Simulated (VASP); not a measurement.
# AlNi (P4mm) in VASP: further runs

Runs on AlNi. Level: PBE. Tasks: single point.

Program: VASP 6.6.1. These are calculated values, not measurements. Logs are shortened: lines on timing, memory, paths and dates and some standing lists are left out, and cuts for length are marked.

## Step 1: The cell of the first run

The structure is tetragonal, space group P4mm (No. 99). Conventional cell: a = 2.889 Å, b = 2.889 Å, c = 2.901 Å, α = 90.00°, β = 90.00°, γ = 90.00°. Al (site symmetry 4mm) has 8 Ni at 2.46 to 2.55 Å and 6 Al at 2.89 to 2.90 Å within 3.3 Å. Within 3.3 Å of Ni (site symmetry 4mm) lie 8 Al at 2.46 to 2.55 Å and 6 Ni at 2.89 to 2.90 Å.

## Step 2: Single point, PBE (all Al atoms moved +0.075 Å, as atom 1 along Cartesian [0 0 1])

INCAR

```
PREC     = Accurate       # precision mode
ENCUT    = 520            # plane-wave cutoff, eV
EDIFF    = 1E-6           # SCF threshold, eV
ISMEAR   = 0              # smearing method
SIGMA    = 0.15           # smearing width, eV
LREAL    = F              # projectors in reciprocal space
LASPH    = T              # aspherical terms in the spheres
NELM     = 60             # most SCF steps
ALGO     = Fast           # electronic algorithm
ISIF     = 2              # what is computed and relaxed
LWAVE    = F              # write WAVECAR
LCHARG   = F              # write CHGCAR
GGA      = PE             # functional
NBANDS   = 14             # bands
```

KPOINTS

```
Automatic mesh
0
Gamma
  20 20 20
```

POSCAR

```
AlNi
1.0
    2.0428098070     -2.0428098070      0.0000000000
    2.0428098070      2.0428098070      0.0000000000
    0.0000000000      0.0000000000      2.9011416498
Al Ni
1 1
Direct
    0.0000000000      0.0000000000      0.0258518918
    0.5000000000      0.5000000000      0.5000000000
```

Potentials or basis: VASP PAW PBE potentials, release 64 (Al, Ni).

Command:

```console
> cat potpaw_PBE.64/Al/POTCAR potpaw_PBE.64/Ni/POTCAR > POTCAR
> mpirun -np 1 vasp_std > vasp.out
```

OUTCAR:

```text
PREC = Accurate
   ENCUT = 520
   EDIFF = 1E-6
   ISMEAR = 0
   LREAL = F
   LASPH = T
   NELM = 60
   ISIF = 2
   GGA = PE

 ion  position               nearest neighbor table
   1  0.000  0.000  0.026-   2 2.46   2 2.46   2 2.46   2 2.46   2 2.55   2 2.55   2 2.55   2 2.55

   2  0.500  0.500  0.500-   1 2.46   1 2.46   1 2.46   1 2.46   1 2.55   1 2.55   1 2.55   1 2.55

  LATTYP: Found a simple tetragonal cell.
 ALAT       =     2.8889693344
 C/A-ratio  =     1.0042133765

  Lattice vectors:

 A1 = (   2.0428098070,  -2.0428098070,   0.0000000000)
 A2 = (   2.0428098070,   2.0428098070,   0.0000000000)
 A3 = (   0.0000000000,   0.0000000000,   2.9011416498)

Analysis of symmetry for initial positions (statically):
=====================================================================
 Subroutine PRICEL returns:
 Original cell was already a primitive cell.

 Routine SETGRP: Setting up the symmetry group for a
 simple tetragonal supercell.

 Subroutine GETGRP returns: Found  8 space group operations
 (whereof  8 operations were pure point group operations)
 out of a pool of 16 trial point group operations.

The static configuration has the point symmetry C_4v.

Analysis of symmetry for dynamics (positions and initial velocities):
=====================================================================
 Subroutine PRICEL returns:
 Original cell was already a primitive cell.

 Routine SETGRP: Setting up the symmetry group for a
 simple tetragonal supercell.

 Subroutine GETGRP returns: Found  8 space group operations
 (whereof  8 operations were pure point group operations)
 out of a pool of 16 trial point group operations.

The dynamic configuration has the point symmetry C_4v.

 Subroutine INISYM returns: Found  8 space group operations
 (whereof  8 operations are pure point group operations),
 and found     1 'primitive' translations

----------------------------------------------------------------------------------------

                                     Primitive cell

  volume of cell :      24.2133

  direct lattice vectors                    reciprocal lattice vectors
     2.042809807 -2.042809807  0.000000000     0.244760916 -0.244760916  0.000000000
     2.042809807  2.042809807  0.000000000     0.244760916  0.244760916  0.000000000
     0.000000000  0.000000000  2.901141650     0.000000000  0.000000000  0.344691891

  length of vectors
     2.888969334  2.888969334  2.901141650     0.346144207  0.346144207  0.344691891

  position of ions in fractional coordinates (direct lattice)
[... 85 lines left out ...]
   ISIF   =      2    stress and relaxation
   ISYM   =      2    0-nonsym 1-usesym 2-fastsym
   POTIM  = 0.5000    time-step for ionic-motion
   TEBEG  =    0.0;   TEEND  =   0.0 temperature during run
   PSTRESS=    0.0 pullay stress
   NELECT =      13.0000    total number of electrons
   NUPDOWN=      -1.0000    fix difference up-down
   EMIN   =  10.00;   EMAX   =-10.00  energy-range for DOS
   EFERMI =   0.00;   METHOD = LEGACY
   ISMEAR =     0;   SIGMA  =   0.15  broadening in eV -4-tet -1-fermi 0-gaus
   EFERMI_NEDOS =   21; number of points for ismear=-14 and -15
   IALGO  =     68    algorithm
   IMIX   =      4    mixing-type and parameters
     AMIX     =   0.40;   BMIX     =  1.00
     AMIX_MAG =   1.60;   BMIX_MAG =  1.00
  volume/ion in A,a.u.               =      12.11        81.70
  Fermi-wavevector in a.u.,A,eV,Ry     =   1.330570  2.514412 24.087974  1.770416
  Thomas-Fermi vector in A             =   2.459647
   LORBIT       =      0    0 simple, 1 ext, 2 COOP (PROOUT), +10 PAW based schemes
   GGA     = PE    functional components
   LHFCALC =     F    Hartree Fock is set to
   AEXX    =    0.0000 exact exchange contribution
   IVDW    =     0    specifies the selected vdW correction
   LEPSILON=     F    determine dielectric tensor
   LRPA    =     F    only Hartree local field effects (RPA)
 non-spin polarized calculation
 RMM-DIIS sequential band-by-band and
 Gauss-broadening in eV      SIGMA  =   0.15
  energy-cutoff  :      520.00
  volume of cell :       24.21
 maximum number of plane-waves:       672
 NGX is ok and might be reduce to    24
   NGX = 11   NGY = 11   NGZ = 11

 number of electron      13.0000013 magnetization

 Free energy of the ion-electron system (eV)
  ---------------------------------------------------
  ext. energy  EPLUGINS =         0.00000000
  ---------------------------------------------------
  free energy    TOTEN  =       -10.52692632 eV

  energy without entropy =      -10.51684252  energy(sigma->0) =      -10.52188442

 E-fermi :   9.8571     XC(G=0): -11.9869

 val. band max:        9.8549879050   @ k =   0.4500   0.2500   0.4000
 cond. band min:       9.8591659064   @ k =   0.4500   0.4000   0.2500
 fundamental gap:      0.0041780014
 Fermi energy:         9.8570697491

 k-point     1 :       0.0000    0.0000    0.0000
  band No.  band energies     occupation
      1      -1.1846      2.00000
      2       6.6882      2.00000
      3       6.6902      2.00000
      4       8.3394      2.00000
      5       8.3394      2.00000
      6       8.3453      2.00000
      7      15.2162      0.00000
      8      15.3598      0.00000
      9      15.3598      0.00000
     10      17.9348      0.00000
     11      17.9694      0.00000
     12      23.3452      0.00000
     13      30.5592      0.00000
     14      30.5687      0.00000
[... 377 lines left out ...]
      1      -0.2793      2.00000
      2       6.5807      2.00000
      3       6.8438      2.00000
      4       7.9802      2.00000
      5       8.0792      2.00000
      6       8.3000      2.00000
      7      11.7248      0.00000
      8      14.5943      0.00000
      9      16.3875      0.00000
     10      18.8805      0.00000
     11      21.8210      0.00000
     12      24.7624      0.00000
     13      26.2643      0.00000
     14      26.6827      0.00000

 [... further k-points ...]
[... 5 lines left out ...]
  --------------------------------------------------------------------------------------
  -------------------------------------------------------------------------------------
  Total        0.0700883      0.0700883     -0.0159579      0.0000000      0.0000000      0.0000000
  in kB        4.6376865      4.6376865     -1.0559201      0.0000000      0.0000000      0.0000000
  external PRESSURE =       2.7398177 kB  Pullay stress =       0.0000000 kB

 VOLUME and BASIS-vectors are now :
 -----------------------------------------------------------------------------
  energy-cutoff  :      520.00
  volume of cell :       24.21
      direct lattice vectors                 reciprocal lattice vectors
     2.042809807 -2.042809807  0.000000000     0.244760916 -0.244760916  0.000000000
     2.042809807  2.042809807  0.000000000     0.244760916  0.244760916  0.000000000
     0.000000000  0.000000000  2.901141650     0.000000000  0.000000000  0.344691891

 POSITION                                       TOTAL-FORCE (eV/Angst)
 -----------------------------------------------------------------------------------
      0.00000      0.00000      0.07500        -0.000000      0.000000     -0.427566
      2.04281      0.00000      1.45057         0.000000     -0.000000      0.427566
 -----------------------------------------------------------------------------------
    total drift:                                0.000000     -0.000000      0.000096

  FREE ENERGIE OF THE ION-ELECTRON SYSTEM (eV)
  ---------------------------------------------------
  free  energy   TOTEN  =       -10.5269263196 eV

  energy  without entropy=      -10.5168425159  energy(sigma->0) =      -10.52188442
```

stdout:

```text
POSCAR found type information on POSCAR AlNi
 POSCAR found :  2 types and       2 ions
 scaLAPACK will be used
 LDA part: xc-table for (Slater+PW92), standard interpolation
 POSCAR, INCAR and KPOINTS ok, starting setup
 FFT: planning ... GRIDC
 FFT: planning ... GRID_SOFT
 FFT: planning ... GRID
 WAVECAR not read
 entering main loop
WARNING in EDDRMM: call to ZHEGV failed, returncode =   8  4     13
WARNING in EDDRMM: call to ZHEGV failed, returncode =   8  4     13
WARNING in EDDRMM: call to ZHEGV failed, returncode =   8  4     13
```

Run time: 4.3 min. Hardware: 1 thread of Intel Xeon 8259CL, shared host; peak memory 0.36 GiB.

Results:

- Free energy: -10.5269 eV
- Pressure: 0.3 GPa
- Largest force: 0.428 eV/Å
- Band gap on the k mesh: zero (an odd number of electrons rules out a gap without spin polarisation)

Forces in eV/Å, atoms in the order of the input:
```
Al   0.000  0.000 -0.428
Ni   0.000  0.000  0.428
```

Stress tensor (GPa, compression positive):
```
 0.46  0.00  0.00
 0.00  0.46  0.00
 0.00  0.00 -0.11
```

Caveat: the cell differs from its parent crystal (all Al atoms moved +0.075 Å, as atom 1 along Cartesian [0 0 1]).

## Step 3: Single point, PBE (all Al atoms moved +0.113 Å, as atom 1 along Cartesian [0 0 1])

INCAR

```
SYSTEM = AlNi
ALGO = Fast
EDIFF = 1E-7
ENCUT = 520
GGA = PE
ISIF = 2
ISMEAR = 0
LASPH = .TRUE.
LCHARG = .FALSE.
LREAL = .FALSE.
LWAVE = .FALSE.
NBANDS = 14
NELM = 60
PREC = Accurate
SIGMA = 0.15
```

KPOINTS

```
k-points
0
G
  20 20 20
  0 0 0
```

POSCAR, as its differences from that of step 2:

```diff
@@ -8,3 +8,3 @@
 Direct
-    0.0000000000      0.0000000000      0.0258518918
+    0.0000000000      0.0000000000      0.0387778377
     0.5000000000      0.5000000000      0.5000000000
```

Potentials or basis: VASP PAW PBE potentials, release 64 (Al, Ni).

Command:

```console
> cat potpaw_PBE.64/Al/POTCAR potpaw_PBE.64/Ni/POTCAR > POTCAR
> mpirun -np 1 vasp_std > vasp.out
```

Wall time 4.9 min (1 thread of Intel Xeon 8259CL, shared host); peak memory 0.36 GiB.

It converged, with:

```
Free energy            : -10.5069 eV
Pressure               : 0.8 GPa
Largest force          : 0.641 eV/Å
Band gap on the k mesh : zero (an odd number of electrons rules out a gap without spin polarisation)
```

Forces in eV/Å, atoms in the order of the input:
```
Al   0.000  0.000 -0.641
Ni   0.000  0.000  0.641
```

Stress tensor (GPa, compression positive):
```
1.13 0.00 0.00
0.00 1.13 0.00
0.00 0.00 0.22
```

Levels at points of the mesh, in eV from the Fermi level:
| k point | band 5 | band 6 | band 7 | band 8 | band 9 | band 10 |
| --- | --- | --- | --- | --- | --- | --- |
| (0.00, 0.00, 0.00) | -1.52 | -1.52 | 5.37 | 5.51 | 5.51 | 8.09 |
| (0.50, 0.00, 0.00) | -2.22 | -1.43 | -0.63 | 8.29 | 9.94 | 10.02 |
| (0.50, 0.50, 0.00) | -2.01 | -2.01 | -1.00 | 1.48 | 2.43 | 12.13 |
| (0.00, 0.00, 0.50) | -2.20 | -1.44 | -0.65 | 8.30 | 9.93 | 9.93 |
| (0.50, 0.00, 0.50) | -2.05 | -2.03 | -1.00 | 1.45 | 2.39 | 12.20 |
| (0.50, 0.50, 0.50) | -0.97 | 1.99 | 1.99 | 2.04 | 3.47 | 4.42 |

Caveat: the cell differs from its parent crystal (all Al atoms moved +0.113 Å, as atom 1 along Cartesian [0 0 1]). Spin polarisation is off, so any magnetic state and its effect on volume and gap are missing.

## Step 4: Single point, PBE (all Al atoms moved +0.037 Å, as atom 1 along Cartesian [0 0 1])

INCAR

```
SYSTEM = AlNi
  PREC = Accurate
  ENCUT = 520
  EDIFF = 1E-6
  ISMEAR = 0
  SIGMA = 0.15
  LREAL = .FALSE.
  LASPH = .TRUE.
  NELM = 80
  ALGO = Fast
  ISIF = 2
  LWAVE = .FALSE.
  LCHARG = .FALSE.
  GGA = PE
  NBANDS = 14
```

KPOINTS

```
regular mesh
0
G
  20 20 20
  0 0 0
```

POSCAR, as its differences from that of step 3:

```diff
@@ -8,3 +8,3 @@
 Direct
-    0.0000000000      0.0000000000      0.0387778377
+    0.0000000000      0.0000000000      0.0129259459
     0.5000000000      0.5000000000      0.5000000000
```

Potentials or basis: VASP PAW PBE potentials, release 64 (Al, Ni).

Command:

```console
> cat potpaw_PBE.64/Al/POTCAR potpaw_PBE.64/Ni/POTCAR > POTCAR
> mpirun -np 1 vasp_std > vasp.out
```

OUTCAR:

```text
SYSTEM = AlNi
   PREC = Accurate
   ENCUT = 520
   EDIFF = 1E-6
   ISMEAR = 0
   LREAL = .FALSE.
   LASPH = .TRUE.
   NELM = 80
   ISIF = 2
   GGA = PE

 ion  position               nearest neighbor table
   1  0.000  0.000  0.013-   2 2.48   2 2.48   2 2.48   2 2.48   2 2.53   2 2.53   2 2.53   2 2.53

   2  0.500  0.500  0.500-   1 2.48   1 2.48   1 2.48   1 2.48   1 2.53   1 2.53   1 2.53   1 2.53

  LATTYP: Found a simple tetragonal cell.
 ALAT       =     2.8889693344
 C/A-ratio  =     1.0042133765

  Lattice vectors:

 A1 = (   2.0428098070,  -2.0428098070,   0.0000000000)
[... 590 lines left out ...]
     12      24.7627      0.00000
     13      26.3733      0.00000
     14      26.5895      0.00000

 [... further k-points ...]
[... 5 lines left out ...]
  --------------------------------------------------------------------------------------
  -------------------------------------------------------------------------------------
  Total        0.0070065      0.0070065     -0.0487309      0.0000000      0.0000000      0.0000000
  in kB        0.4636141      0.4636141     -3.2244861      0.0000000      0.0000000      0.0000000
  external PRESSURE =      -0.7657526 kB  Pullay stress =       0.0000000 kB

 VOLUME and BASIS-vectors are now :
 -----------------------------------------------------------------------------
  energy-cutoff  :      520.00
  volume of cell :       24.21
      direct lattice vectors                 reciprocal lattice vectors
     2.042809807 -2.042809807  0.000000000     0.244760916 -0.244760916  0.000000000
     2.042809807  2.042809807  0.000000000     0.244760916  0.244760916  0.000000000
     0.000000000  0.000000000  2.901141650     0.000000000  0.000000000  0.344691891

 POSITION                                       TOTAL-FORCE (eV/Angst)
 -----------------------------------------------------------------------------------
      0.00000      0.00000      0.03750         0.000000     -0.000000     -0.213754
      2.04281      0.00000      1.45057        -0.000000      0.000000      0.213754
 -----------------------------------------------------------------------------------
    total drift:                                0.000000     -0.000000      0.000007

  FREE ENERGIE OF THE ION-ELECTRON SYSTEM (eV)
  ---------------------------------------------------
  free  energy   TOTEN  =       -10.5389461216 eV

  energy  without entropy=      -10.5288482839  energy(sigma->0) =      -10.53389720
```

It took 4.5 min on 1 thread of Intel Xeon 8259CL, shared host; peak memory 0.36 GiB.

What came out:

```yaml
Free_energy: -10.5389 eV
Pressure: -0.1 GPa
Largest_force: 0.214 eV/Å
Band_gap_on_the_k_mesh: zero (an odd number of electrons rules out a gap without spin polarisation)
```

Forces in eV/Å, atoms in the order of the input:
```
Al   0.000  0.000 -0.214
Ni   0.000  0.000  0.214
```

Stress tensor (GPa, compression positive):
```
 0.05  0.00  0.00
 0.00  0.05  0.00
 0.00  0.00 -0.32
```

Caveat: the cell differs from its parent crystal (all Al atoms moved +0.037 Å, as atom 1 along Cartesian [0 0 1]). Spin polarisation is off, so any magnetic state and its effect on volume and gap are missing.

## Step 5: The runs side by side

| cell | further INCAR settings | gap on the mesh (eV) | pressure (GPa) | largest force (eV/Å) |
| --- | --- | --- | --- | --- |
| as given, atomic positions A | ALGO = Fast; EDIFF = 1e-06; NBANDS = 14 | none | 0.3 | 0.43 |
| as given, atomic positions B | ALGO = Fast; EDIFF = 1e-07; NBANDS = 14 | none | 0.8 | 0.64 |
| as given, atomic positions C | ALGO = Fast; EDIFF = 1e-06; NBANDS = 14 | none | -0.1 | 0.21 |

Alike in all rows: task single point; level PBE; potentials or basis VASP PAW PBE potentials, release 64 (Al, Ni); no spin polarisation; k mesh 20 × 20 × 20; cutoff (eV) 520; smearing gaussian 0.15 eV.

Total energies depend on the potentials used, so only differences within one code and one set of settings carry meaning.
